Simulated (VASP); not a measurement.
# SnSe (Fm-3m) in VASP: notebook, part 2 of 2

VASP 6.6.1.

### 3 Relaxation of cell and atoms, r2SCAN

The input, POSCAR:

```
SnSe
1.0
    0.0000000000      3.0100000000      3.0100000000
    3.0100000000      0.0000000000      3.0100000000
    3.0100000000      3.0100000000      0.0000000000
Sn Se
1 1
Direct
    0.0000000000      0.0000000000      0.0000000000
    0.5000000000      0.5000000000      0.5000000000
```

The input, INCAR.step1:

```
SYSTEM = SnSe
PREC = Accurate
ENCUT = 600
ISMEAR = 0
SIGMA = 0.02
LREAL = .False.
LASPH = .True.
NELM = 80
GGA = PE
ALGO = Normal
EDIFF = 1E-4
LWAVE = .True.
LCHARG = .False.
```

The input, INCAR.step2:

```
SYSTEM = SnSe
PREC = Accurate
ENCUT = 600
EDIFF = 1E-6
ISMEAR = 0
SIGMA = 0.02
LREAL = .False.
LASPH = .True.
NELM = 80
ALGO = Normal
ISIF = 3
LWAVE = .False.
LCHARG = .False.
METAGGA = R2SCAN
LMIXTAU = .True.
IBRION = 2
NSW = 100
EDIFFG = -0.005
ISTART = 1
```

The input, KPOINTS:

```
regular mesh
0
Gamma
  10 10 10
  0 0 0
```

Potentials or basis: VASP PAW PBE potentials, release 64 (Sn_d, Se).

On the command line:

```console
cat potpaw_PBE.64/Sn_d/POTCAR potpaw_PBE.64/Se/POTCAR > POTCAR
cp INCAR.step1 INCAR
mpirun -np 1 vasp_std > vasp.out
cp INCAR.step2 INCAR
mpirun -np 1 vasp_std > vasp.out
```

OUTCAR:

```text
SYSTEM = SnSe
   PREC = Accurate
   ENCUT = 600
   EDIFF = 1E-6
   ISMEAR = 0
   LREAL = .False.
   LASPH = .True.
   NELM = 80
   ISIF = 3
   METAGGA = R2SCAN
   IBRION = 2
   NSW = 100
   EDIFFG = -0.005
   ISTART = 1

 ion  position               nearest neighbor table
   1  0.000  0.000  0.000-   2 3.01   2 3.01   2 3.01   2 3.01   2 3.01   2 3.01
   2  0.500  0.500  0.500-   1 3.01   1 3.01   1 3.01   1 3.01   1 3.01   1 3.01

  LATTYP: Found a face centered cubic cell.
 ALAT       =     6.0200000000

  Lattice vectors:

 A1 = (   0.0000000000,   3.0100000000,   3.0100000000)
 A2 = (   3.0100000000,   0.0000000000,   3.0100000000)
 A3 = (   3.0100000000,   3.0100000000,   0.0000000000)

Analysis of symmetry for initial positions (statically):
=====================================================================
 Subroutine PRICEL returns:
 Original cell was already a primitive cell.

 Routine SETGRP: Setting up the symmetry group for a
 face centered cubic supercell.

 Subroutine GETGRP returns: Found 48 space group operations
 (whereof 48 operations were pure point group operations)
 out of a pool of 48 trial point group operations.

The static configuration has the point symmetry O_h .

Analysis of symmetry for dynamics (positions and initial velocities):
=====================================================================
 Subroutine PRICEL returns:
 Original cell was already a primitive cell.

 Routine SETGRP: Setting up the symmetry group for a
 face centered cubic supercell.

 Subroutine GETGRP returns: Found 48 space group operations
 (whereof 48 operations were pure point group operations)
 out of a pool of 48 trial point group operations.

The dynamic configuration has the point symmetry O_h .

 Subroutine INISYM returns: Found 48 space group operations
 (whereof 48 operations are pure point group operations),
 and found     1 'primitive' translations

[... 124 lines left out ...]
   LRPA    =     F    only Hartree local field effects (RPA)
 conjugate gradient relaxation of ions
 non-spin polarized calculation
 Gauss-broadening in eV      SIGMA  =   0.02
  energy-cutoff  :      600.00
  volume of cell :       54.54
 maximum number of plane-waves:      1849
 NGX is ok and might be reduce to    36
   NGX = 17   NGY = 17   NGZ = 17

 number of electron      19.9999999 magnetization

 Free energy of the ion-electron system (eV)
  ---------------------------------------------------
  ext. energy  EPLUGINS =         0.00000000
  ---------------------------------------------------
  free energy    TOTEN  =       -39.87643381 eV

  energy without entropy =      -39.87643381  energy(sigma->0) =      -39.87643381

 E-fermi :   5.8997     XC(G=0): -10.1876

 val. band max:        5.7112888208   @ k =   0.5000   0.0000   0.0000
 cond. band min:       6.1659394199   @ k =   0.5000   0.0000   0.0000
 fundamental gap:      0.4546505991
 Fermi energy:         5.8997395878

 k-point     1 :       0.0000    0.0000    0.0000
  band No.  band energies     occupation
      1     -16.8388      2.00000
      2     -16.8388      2.00000
      3     -16.8368      2.00000
      4     -16.8368      2.00000
      5     -16.8368      2.00000
      6      -9.0115      2.00000
      7       0.4548      2.00000
      8       3.0728      2.00000
      9       3.0728      2.00000
     10       3.0728      2.00000
     11      10.0670      0.00000
     12      10.0670      0.00000
     13      10.0670      0.00000
     14      11.7514      0.00000
[... 377 lines left out ...]
      1     -16.8618      2.00000
      2     -16.8409      2.00000
      3     -16.8340      2.00000
      4     -16.8231      2.00000
      5     -16.8224      2.00000
      6      -8.0341      2.00000
      7      -1.4787      2.00000
      8       1.5349      2.00000
      9       1.9470      2.00000
     10       2.3860      2.00000
     11       9.2293      0.00000
     12       9.6544      0.00000
     13      10.2715      0.00000
     14      10.6889      0.00000

 [... further k-points ...]

------------------------ aborting loop because EDIFF is reached ----------------------------------------

  FORCE on cell =-STRESS in cart. coord.  units (eV):
  Direction    XX          YY          ZZ          XY          YZ          ZX
  --------------------------------------------------------------------------------------
  -------------------------------------------------------------------------------------
  Total       -0.0030556     -0.0030556     -0.0030556      0.0000000     -0.0000000      0.0000000
  in kB       -0.0897577     -0.0897577     -0.0897577      0.0000000     -0.0000000      0.0000000
  external PRESSURE =      -0.0897577 kB  Pullay stress =       0.0000000 kB

 VOLUME and BASIS-vectors are now :
 -----------------------------------------------------------------------------
  energy-cutoff  :      600.00
  volume of cell :       54.54
      direct lattice vectors                 reciprocal lattice vectors
     0.000000000  3.010000000  3.010000000    -0.166112957  0.166112957  0.166112957
     3.010000000  0.000000000  3.010000000     0.166112957 -0.166112957  0.166112957
     3.010000000  3.010000000  0.000000000     0.166112957  0.166112957 -0.166112957

 POSITION                                       TOTAL-FORCE (eV/Angst)
 -----------------------------------------------------------------------------------
      0.00000      0.00000      0.00000        -0.000000     -0.000000      0.000000
      3.01000      3.01000      3.01000         0.000000      0.000000     -0.000000
 -----------------------------------------------------------------------------------
    total drift:                               -0.000000      0.000000      0.000000

  FREE ENERGIE OF THE ION-ELECTRON SYSTEM (eV)
  ---------------------------------------------------
  free  energy   TOTEN  =       -39.8764338069 eV

  energy  without entropy=      -39.8764338069  energy(sigma->0) =      -39.87643381

 reached required accuracy - stopping structural energy minimisation
```

OUTCAR.step1:

```text
SYSTEM = SnSe
   PREC = Accurate
   ENCUT = 600
   ISMEAR = 0
   LREAL = .False.
   LASPH = .True.
[... 630 lines left out ...]
      0.00000      0.00000      0.00000         0.000000     -0.000000      0.000000
      3.01000      3.01000      3.01000        -0.000000      0.000000     -0.000000
 -----------------------------------------------------------------------------------
    total drift:                               -0.000000      0.000000      0.000000

  FREE ENERGIE OF THE ION-ELECTRON SYSTEM (eV)
  ---------------------------------------------------
  free  energy   TOTEN  =        -8.2132556462 eV

  energy  without entropy=       -8.2132556462  energy(sigma->0) =       -8.21325565
```

It took 4.1 min on 1 thread of Intel Xeon 8259CL, shared host; peak memory 0.25 GiB.

Results:

```
Free energy             : -39.8764 eV
Pressure after relaxing : 0.0 GPa
Band gap on the k mesh  : 0.45 eV
```

Final structure:
```
Sn Se
1.0
     0.00000    3.01000    3.01000
     3.01000    0.00000    3.01000
     3.01000    3.01000    0.00000
Sn Se
1 1
Direct
  0.00000 0.00000 0.00000
  0.50000 0.50000 0.50000
```

Levels at points of the mesh, in eV from the valence-band top:
```
           k point  band 8  band 9  band 10  band 11  band 12  band 13
(0.00, 0.00, 0.00)   -2.64   -2.64    -2.64     4.36     4.36     4.36
(0.50, 0.00, 0.00)   -2.37   -2.37     0.00     0.45     1.13     1.13
(0.50, 0.50, 0.00)   -5.95   -4.10    -4.10     3.11     5.46     5.46
```

Caveat: the relaxation stopped at its first step, so nothing moved; semilocal functionals underestimate gaps, and a narrow one can read as zero; the PAW data sets were made with another functional, which shifts forces and pressure a little; spin-orbit coupling is left out, which moves the levels of the heavy elements.
